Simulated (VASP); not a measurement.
Set up this calculation in VASP 6.6.1, as the native input.

```
Task                   : single point
Functional             : PBE
Potentials or basis    : VASP PAW PBE potentials, release 64 (Hg)
Cutoff                 : 520 eV
k mesh                 : 19 × 19 × 19
Occupations            : fermi-dirac, width 0.1 eV
Spin                   : no spin polarisation
Dipole correction      : no
Further INCAR settings : ALGO = Normal; EDIFF = 1e-06; NBANDS = 12
```

The structure of Hg lies in POSCAR:

```
Hg
1.0
   -1.9873340652      1.9873340652      1.9873340652
    1.9873340652     -1.9873340652      1.9873340652
    1.9873340652      1.9873340652     -1.9873340652
Hg
1
Direct
    0.0000000000      0.0000000000      0.0000000000
```

These files were run (other wordings do the same):

INCAR

```
PREC     = Accurate       # precision mode
ENCUT    = 520            # plane-wave cutoff, eV
EDIFF    = 1E-6           # SCF threshold, eV
ISMEAR   = -1             # smearing method
SIGMA    = 0.1            # smearing width, eV
LREAL    = F              # projectors in reciprocal space
LASPH    = T              # aspherical terms in the spheres
NELM     = 100            # most SCF steps
ALGO     = Normal         # electronic algorithm
ISIF     = 2              # what is computed and relaxed
LWAVE    = F              # write WAVECAR
LCHARG   = F              # write CHGCAR
GGA      = PE             # functional
NBANDS   = 12             # bands
```

KPOINTS

```
regular mesh
0
Gamma
  19 19 19
```

Potentials or basis: VASP PAW PBE potentials, release 64 (Hg).

Launch:

```bash
$ cat potpaw_PBE.64/Hg/POTCAR > POTCAR
$ mpirun -np 1 vasp_std > vasp.out
```

Results of the run:

```json
{
  "Pressure": "-0.4 GPa",
  "Band gap on the k mesh": "zero (bands 6 and 7 overlap by 1.41 eV)"
}
```

Caveat: spin-orbit coupling is left out, which moves the levels of the heavy elements.

Wall time 56 s on 1 thread of Intel(R) Xeon(R) Platinum 8259CL CPU @ 2.50GHz (Skylake/Cascade Lake), with other jobs on the host, peak memory 0.21 GiB.
